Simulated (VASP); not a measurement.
# YF7 (Fm-3m) in VASP: single point with PBE

Aim: the single point of YF7 with PBE.

All numbers are computed with VASP 6.6.1; they aren't measurements. Logs are shortened: lines on timing, memory, paths and dates and some standing lists are left out, and cuts for length are marked.

### 1 The cell of the first run

The structure is cubic, space group Fm-3m (No. 225). The conventional cell has a = 7.532 Å, b = 7.532 Å, c = 7.532 Å, α = 90.00°, β = 90.00°, γ = 90.00°. Y (site symmetry m-3m) has 12 F at 2.66 Å within 3.5 Å. Within 3.5 Å of F (site symmetry m-3m) lie 12 F at 2.66 Å. F (site symmetry mmm) has 2 Y at 2.66 Å and 10 F at 2.66 Å within 3.5 Å.

The cell was built from a structure type or drawn by symmetry, and may not be a known phase.

### 2 Single point, PBE, collinear spin

File INCAR:

```
ALGO = Normal
EDIFF = 1E-6
ENCUT = 520
GGA = PE
ISIF = 2
ISMEAR = 0
ISPIN = 2
LASPH = T
LCHARG = F
LMAXMIX = 4
LORBIT = 11
LREAL = F
LWAVE = F
MAGMOM = 0 1 1 1 1 1 1 1
NBANDS = 44
NELM = 150
PREC = Accurate
SIGMA = 0.1
```

File KPOINTS:

```
k-points
0
Gamma
  4 4 4
```

File POSCAR:

```
YF7
1.0
    0.0000000000      3.7658046800      3.7658046800
    3.7658046800      0.0000000000      3.7658046800
    3.7658046800      3.7658046800      0.0000000000
Y F
1 7
Direct
    0.0000000000      0.0000000000      0.0000000000
    0.5000000000      0.5000000000      0.5000000000
    0.0000000000      0.0000000000      0.5000000000
    0.5000000000      0.0000000000      0.5000000000
    0.0000000000      0.5000000000      0.5000000000
    0.5000000000      0.5000000000      0.0000000000
    0.0000000000      0.5000000000      0.0000000000
    0.5000000000      0.0000000000      0.0000000000
```

Potentials or basis: VASP PAW PBE potentials, release 64 (Y_sv, F).

Command:

```bash
$ cat potpaw_PBE.64/Y_sv/POTCAR potpaw_PBE.64/F/POTCAR > POTCAR
$ mpirun -np 1 vasp_std > vasp.out
```

OUTCAR:

```text
EDIFF = 1E-6
   ENCUT = 520
   GGA = PE
   ISIF = 2
   ISMEAR = 0
   ISPIN = 2
   LASPH = T
   LORBIT = 11
   LREAL = F
   NELM = 150
   PREC = Accurate

 ion  position               nearest neighbor table
   1  0.000  0.000  0.000-   3 2.66   7 2.66   8 2.66   3 2.66   4 2.66   5 2.66   5 2.66   6 2.66
                             7 2.66   4 2.66   6 2.66   8 2.66
   2  0.500  0.500  0.500-
   3  0.000  0.000  0.500-   1 2.66   1 2.66
   4  0.500  0.000  0.500-   1 2.66   1 2.66
   5  0.000  0.500  0.500-   1 2.66   1 2.66
   6  0.500  0.500  0.000-   1 2.66   1 2.66
   7  0.000  0.500  0.000-   1 2.66   1 2.66
   8  0.500  0.000  0.000-   1 2.66   1 2.66

  LATTYP: Found a face centered cubic cell.
 ALAT       =     7.5316093600

  Lattice vectors:

 A1 = (   0.0000000000,   3.7658046800,   3.7658046800)
 A2 = (   3.7658046800,   0.0000000000,   3.7658046800)
 A3 = (   3.7658046800,   3.7658046800,   0.0000000000)

Analysis of symmetry for initial positions (statically):
=====================================================================
 Subroutine PRICEL returns:
 Original cell was already a primitive cell.

 Routine SETGRP: Setting up the symmetry group for a
 face centered cubic supercell.

 Subroutine GETGRP returns: Found 48 space group operations
 (whereof 48 operations were pure point group operations)
 out of a pool of 48 trial point group operations.

The static configuration has the point symmetry O_h .

Analysis of symmetry for dynamics (positions and initial velocities):
=====================================================================
 Subroutine PRICEL returns:
 Original cell was already a primitive cell.

 Routine SETGRP: Setting up the symmetry group for a
 face centered cubic supercell.

 Subroutine GETGRP returns: Found 48 space group operations
 (whereof 48 operations were pure point group operations)
 out of a pool of 48 trial point group operations.

The dynamic configuration has the point symmetry O_h .

Analysis of structural, dynamic, and magnetic symmetry:
=====================================================================
 Subroutine PRICEL returns:
 Original cell was already a primitive cell.

 Routine SETGRP: Setting up the symmetry group for a
 face centered cubic supercell.

 Subroutine GETGRP returns: Found 48 space group operations
 (whereof 48 operations were pure point group operations)
 out of a pool of 48 trial point group operations.

The overall configuration has the point symmetry O_h .

 Subroutine INISYM returns: Found 48 space group operations
 (whereof 48 operations are pure point group operations),
 and found     1 'primitive' translations

----------------------------------------------------------------------------------------

                                     Primitive cell

  volume of cell :     106.8079

  direct lattice vectors                    reciprocal lattice vectors
     0.000000000  3.765804680  3.765804680    -0.132773748  0.132773748  0.132773748
     3.765804680  0.000000000  3.765804680     0.132773748 -0.132773748  0.132773748
     3.765804680  3.765804680  0.000000000     0.132773748  0.132773748 -0.132773748

  length of vectors
     5.325652052  5.325652052  5.325652052     0.229970877  0.229970877  0.229970877

  position of ions in fractional coordinates (direct lattice)
     0.000000000  0.000000000  0.000000000
     0.500000000  0.500000000  0.500000000
     0.000000000  0.000000000  0.500000000
     0.500000000  0.000000000  0.500000000
     0.000000000  0.500000000  0.500000000
     0.500000000  0.500000000  0.000000000
     0.000000000  0.500000000  0.000000000
     0.500000000  0.000000000  0.000000000

  ion indices of the primitive-cell ions
   primitive index   ion index
                 1           1
                 2           2
                 3           3
                 4           4
                 5           5
                 6           6
                 7           7
                 8           8

----------------------------------------------------------------------------------------

 KPOINTS: k-points

Automatic generation of k-mesh.
 Grid dimensions read from file:
 generate k-points for:    4    4    4

 Generating k-lattice:

  Cartesian coordinates                     Fractional coordinates (reciprocal lattice)
    -0.033193437  0.033193437  0.033193437     0.250000000  0.000000000  0.000000000
     0.033193437 -0.033193437  0.033193437     0.000000000  0.250000000  0.000000000
     0.033193437  0.033193437 -0.033193437     0.000000000  0.000000000  0.250000000

  Length of vectors
     0.057492719  0.057492719  0.057492719

  Shift w.r.t. Gamma in fractional coordinates (k-lattice)
     0.000000000  0.000000000  0.000000000

 Subroutine IBZKPT returns following result:
 ===========================================

 Found      8 irreducible k-points:

 Following reciprocal coordinates:
            Coordinates               Weight
  0.000000  0.000000  0.000000      1.000000
  0.250000  0.000000  0.000000      8.000000
  0.500000  0.000000  0.000000      4.000000
  0.250000  0.250000  0.000000      6.000000
  0.500000  0.250000  0.000000     24.000000
 -0.250000  0.250000  0.000000     12.000000
  0.500000  0.500000  0.000000      3.000000
 -0.250000  0.500000  0.250000      6.000000
   k-points           NKPTS =      8   k-points in BZ     NKDIM =      8   number of bands    NBANDS=     44
   number of dos      NEDOS =    301   number of ions     NIONS =      8
   total plane-waves  NPLWV =  64000
   dimension x,y,z NGX =    40 NGY =   40 NGZ =   40
   dimension x,y,z NGXF=    80 NGYF=   80 NGZF=   80
   ions per type =               1   7
   NGX,Y,Z   is equivalent  to a cutoff of  12.49, 12.49, 12.49 a.u.
   NGXF,Y,Z  is equivalent  to a cutoff of  24.97, 24.97, 24.97 a.u.
 SYSTEM =  unknown system
   PREC   = accura    normal or accurate (medium, high low for compatibility)
   ISTART =      0    job   : 0-new  1-cont  2-samecut
   ICHARG =      2    charge: 1-file 2-atom 10-const
   ISPIN  =      2    spin polarized calculation?
   LNONCOLLINEAR =      F non collinear calculations
   LSORBIT =      F    spin-orbit coupling
   LASPH  =      T    aspherical Exc in radial PAW
   ENCUT  =  520.0 eV  38.22 Ry    6.18 a.u.   9.90  9.90  9.90*2*pi/ulx,y,z
   NELM   =    150;   NELMIN=  2; NELMDL= -5     # of ELM steps
   EDIFF  = 0.1E-05   stopping-criterion for ELM
   LREAL  =      F    real-space projection
   EDIFFG = 0.1E-04   stopping-criterion for IOM
   NSW    =      0    number of steps for IOM
   IBRION =     -1    ionic relax: 0-MD 1-quasi-New 2-CG
   NFREE  =      0    steps in history (QN), initial steepest desc. (CG)
   ISIF   =      2    stress and relaxation
   ISYM   =      2    0-nonsym 1-usesym 2-fastsym
   POTIM  = 0.5000    time-step for ionic-motion
   TEBEG  =    0.0;   TEEND  =   0.0 temperature during run
   PSTRESS=    0.0 pullay stress
   NELECT =      60.0000    total number of electrons
   NUPDOWN=      -1.0000    fix difference up-down
   EMIN   =  10.00;   EMAX   =-10.00  energy-range for DOS
   EFERMI =   0.00;   METHOD = LEGACY
   ISMEAR =     0;   SIGMA  =   0.10  broadening in eV -4-tet -1-fermi 0-gaus
   EFERMI_NEDOS =   21; number of points for ismear=-14 and -15
   IALGO  =     38    algorithm
   IMIX   =      4    mixing-type and parameters
     AMIX     =   0.40;   BMIX     =  1.00
     AMIX_MAG =   1.60;   BMIX_MAG =  1.00
  volume/ion in A,a.u.               =      13.35        90.10
  Fermi-wavevector in a.u.,A,eV,Ry     =   1.350799  2.552640 24.825985  1.824658
  Thomas-Fermi vector in A             =   2.478274
   LORBIT       =     11    0 simple, 1 ext, 2 COOP (PROOUT), +10 PAW based schemes
   GGA     = PE    functional components
   LHFCALC =     F    Hartree Fock is set to
   AEXX    =    0.0000 exact exchange contribution
   IVDW    =     0    specifies the selected vdW correction
   LEPSILON=     F    determine dielectric tensor
   LRPA    =     F    only Hartree local field effects (RPA)
 spin polarized calculation
 Gauss-broadening in eV      SIGMA  =   0.10
  energy-cutoff  :      520.00
  volume of cell :      106.81
 maximum number of plane-waves:      2891
   NGX = 19   NGY = 19   NGZ = 19

 number of electron      60.0000100 magnetization       4.0006517

 Free energy of the ion-electron system (eV)
  ---------------------------------------------------
  ext. energy  EPLUGINS =         0.00000000
  ---------------------------------------------------
  free energy    TOTEN  =       -30.93051641 eV

  energy without entropy =      -30.86578839  energy(sigma->0) =      -30.89815240

 E-fermi :  -2.2477     XC(G=0):  -9.5358

 val. band max:       -2.2513434480   @ k =   0.5000   0.5000   0.0000
 cond. band min:      -2.2314758634   @ k =   0.2500   0.2500   0.0000
 fundamental gap:      0.0198675846
 Fermi energy:        -2.2476942317

 spin component 1

 k-point     1 :       0.0000    0.0000    0.0000
  band No.  band energies     occupation
      1     -43.8468      1.00000
      2     -23.6801      1.00000
      3     -23.6048      1.00000
      4     -23.6048      1.00000
      5     -23.6048      1.00000
      6     -22.9789      1.00000
[... 34 lines left out ...]
     41      13.3600      0.00000
     42      13.3600      0.00000
[... 273 lines left out ...]
      1     -43.8460      1.00000
      2     -23.9418      1.00000
      3     -23.9418      1.00000
      4     -23.8326      1.00000
      5     -23.2463      1.00000
      6     -22.8752      1.00000
[... 34 lines left out ...]
     41      10.9931      0.00000
     42      14.1856      0.00000
 Fermi energy:        -2.2476942317

 spin component 2

 k-point     1 :       0.0000    0.0000    0.0000
  band No.  band energies     occupation
      1     -43.8652      1.00000
      2     -23.6278      1.00000
      3     -23.6278      1.00000
      4     -23.6278      1.00000
      5     -22.6781      1.00000
      6     -21.9322      1.00000
[... 34 lines left out ...]
     41      13.5684      0.00000
     42      13.5684      0.00000
[... 273 lines left out ...]
      1     -43.8645      1.00000
      2     -23.8016      1.00000
      3     -23.8016      1.00000
      4     -23.7375      1.00000
      5     -21.9537      1.00000
      6     -21.9537      1.00000
[... 34 lines left out ...]
     41      11.2179      0.00000
     42      14.4523      0.00000
 [bands above 42 left out]

------------------------ aborting loop because EDIFF is reached ----------------------------------------

  FORCE on cell =-STRESS in cart. coord.  units (eV):
  Direction    XX          YY          ZZ          XY          YZ          ZX
  --------------------------------------------------------------------------------------
  -------------------------------------------------------------------------------------
  Total       -7.9295134     -7.9295134     -7.9295134      0.0000000      0.0000000     -0.0000000
  in kB     -118.9470707   -118.9470707   -118.9470707      0.0000000      0.0000000     -0.0000000
  external PRESSURE =    -118.9470707 kB  Pullay stress =       0.0000000 kB

 VOLUME and BASIS-vectors are now :
 -----------------------------------------------------------------------------
  energy-cutoff  :      520.00
  volume of cell :      106.81
      direct lattice vectors                 reciprocal lattice vectors
     0.000000000  3.765804680  3.765804680    -0.132773748  0.132773748  0.132773748
     3.765804680  0.000000000  3.765804680     0.132773748 -0.132773748  0.132773748
     3.765804680  3.765804680  0.000000000     0.132773748  0.132773748 -0.132773748

 POSITION                                       TOTAL-FORCE (eV/Angst)
 -----------------------------------------------------------------------------------
      0.00000      0.00000      0.00000         0.000000     -0.000000     -0.000000
      3.76580      3.76580      3.76580        -0.000000     -0.000000     -0.000000
      1.88290      1.88290      0.00000        -0.000000     -0.000000      0.000000
      1.88290      3.76580      1.88290         0.000000     -0.000000      0.000000
      3.76580      1.88290      1.88290         0.000000      0.000000     -0.000000
      1.88290      1.88290      3.76580         0.000000     -0.000000      0.000000
      1.88290      0.00000      1.88290        -0.000000      0.000000     -0.000000
      0.00000      1.88290      1.88290        -0.000000     -0.000000     -0.000000
 -----------------------------------------------------------------------------------
    total drift:                                0.000000     -0.000000      0.000000

  FREE ENERGIE OF THE ION-ELECTRON SYSTEM (eV)
  ---------------------------------------------------
  free  energy   TOTEN  =       -30.9305164066 eV

  energy  without entropy=      -30.8657883894  energy(sigma->0) =      -30.89815240

 total charge

# of ion       s       p       d       f       tot
--------------------------------------------------
    1        2.075   6.083   0.402   0.046   8.606
    2        1.763   4.025   0.000   0.000   5.788
    3        1.751   4.162   0.000   0.000   5.913
    4        1.751   4.162   0.000   0.000   5.913
    5        1.751   4.162   0.000   0.000   5.913
    6        1.751   4.162   0.000   0.000   5.913
    7        1.751   4.162   0.000   0.000   5.913
    8        1.751   4.162   0.000   0.000   5.913
--------------------------------------------------
tot         14.343  35.081   0.402   0.046  49.872

 magnetization (x)

# of ion       s       p       d       f       tot
--------------------------------------------------
    1       -0.004  -0.011  -0.029  -0.002  -0.046
    2        0.003   0.815   0.000   0.000   0.818
    3        0.002   0.478   0.000   0.000   0.480
    4        0.002   0.478   0.000   0.000   0.480
    5        0.002   0.478   0.000   0.000   0.480
    6        0.002   0.478   0.000   0.000   0.480
    7        0.002   0.478   0.000   0.000   0.480
    8        0.002   0.478   0.000   0.000   0.480
--------------------------------------------------
tot          0.013   3.670  -0.029  -0.002   3.651
```

Run time: 4 min. Hardware: 1 thread of Intel Xeon 8259CL, shared host; peak memory 0.32 GiB.

What came out:

| Quantity | Value |
| --- | --- |
| Free energy | -30.9305 eV |
| Pressure | -11.9 GPa |
| Band gap on the k mesh | zero (filled and empty bands overlap) |
| Net moment | 4.00 μB per cell |
| Site moments | Y -0.05; F +0.82, +0.48 (each value once) μB |
| Valence electrons inside the program's atomic spheres | Y 8.61; F 5.79, 5.91 (each value once) |

Levels at points of the mesh, in eV from the Fermi level:
Spin up:
| k point | band 30 | band 31 | band 32 | band 33 | band 34 | band 35 |
| --- | --- | --- | --- | --- | --- | --- |
| (0.00, 0.00, 0.00) | -0.80 | -0.80 | -0.80 | 5.50 | 5.50 | 5.72 |
| (0.50, 0.00, 0.00) | -0.97 | -0.89 | -0.89 | 5.77 | 5.77 | 6.22 |
| (0.50, 0.50, 0.00) | -1.15 | -0.99 | -0.96 | 5.98 | 6.02 | 6.36 |
Spin down:
```
           k point  band 24  band 25  band 26  band 27  band 28  band 29  band 30  band 31  band 32  band 33
(0.00, 0.00, 0.00)    -0.18     0.04     0.04     0.04     0.30     0.30     0.47     0.47     0.47     5.48
(0.50, 0.00, 0.00)    -0.64    -0.59    -0.11    -0.11    -0.10     0.16     0.16     0.37     0.37     5.78
(0.50, 0.50, 0.00)    -0.97    -0.70    -0.54    -0.04    -0.04     0.00     0.19     0.19     0.28     5.99
```

Caveat: the k points lie up to 0.36 Å⁻¹ apart.
